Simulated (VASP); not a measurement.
Set up this calculation in VASP 6.6.1, as the native input.

```yaml
Task: single point
Functional: r2SCAN
Potentials_or_basis: VASP PAW PBE potentials, release 64 (Sn_d, Te)
Cutoff: 520 eV
k_mesh: 8 × 8 × 8
Occupations: fermi-dirac, width 0.02 eV
Spin: no spin polarisation
Dipole_correction: no
Further_INCAR_settings: ALGO = Normal; EDIFF = 1e-06; NBANDS = 17
```

Crystal: SnTe.

```
CELL_PARAMETERS angstrom
0.04252 3.23185 3.23185
3.23185 0.04252 3.23185
3.23185 3.23185 0.04252
ATOMIC_POSITIONS crystal
Sn 0.00000 0.00000 0.00000
Te 0.50000 0.50000 0.50000
```

This cell differs from its parent crystal: strain along [111] +2.0%.

One way to write it, as run:

POSCAR

```
SnTe
1.0
    0.0425244045      3.2318547388      3.2318547388
    3.2318547388      0.0425244045      3.2318547388
    3.2318547388      3.2318547388      0.0425244045
Sn Te
1 1
Direct
    0.0000000000      0.0000000000      0.0000000000
    0.5000000000      0.5000000000      0.5000000000
```

INCAR.step1

```
SYSTEM = SnTe
ALGO = Normal
EDIFF = 1E-4
ENCUT = 520
GGA = PE
ISMEAR = -1
LASPH = .TRUE.
LCHARG = .FALSE.
LREAL = .FALSE.
LWAVE = .TRUE.
NBANDS = 17
NELM = 80
PREC = Accurate
SIGMA = 0.02
```

INCAR.step2

```
SYSTEM = SnTe
ALGO = Normal
EDIFF = 1E-6
ENCUT = 520
ISIF = 2
ISMEAR = -1
ISTART = 1
LASPH = .TRUE.
LCHARG = .FALSE.
LMIXTAU = .TRUE.
LREAL = .FALSE.
LWAVE = .FALSE.
METAGGA = R2SCAN
NBANDS = 17
NELM = 80
PREC = Accurate
SIGMA = 0.02
```

KPOINTS

```
k-points
0
G
  8 8 8
  0 0 0
```

Potentials or basis: VASP PAW PBE potentials, release 64 (Sn_d, Te).

Run with:

```bash
$ cat potpaw_PBE.64/Sn_d/POTCAR potpaw_PBE.64/Te/POTCAR > POTCAR
$ cp INCAR.step1 INCAR
$ mpirun -np 1 vasp_std > vasp.out
$ cp INCAR.step2 INCAR
$ mpirun -np 1 vasp_std > vasp.out
```

It gave:

The pressure is -1.0 GPa.

Caveat: the cell differs from its parent crystal (strain along [111] +2.0%); the PAW data sets were made with another functional, which shifts forces and pressure a little.

Wall time 2.9 min on 1 thread of Intel(R) Xeon(R) Platinum 8559C (Emerald Rapids), with other jobs on the host, peak memory 0.26 GiB.
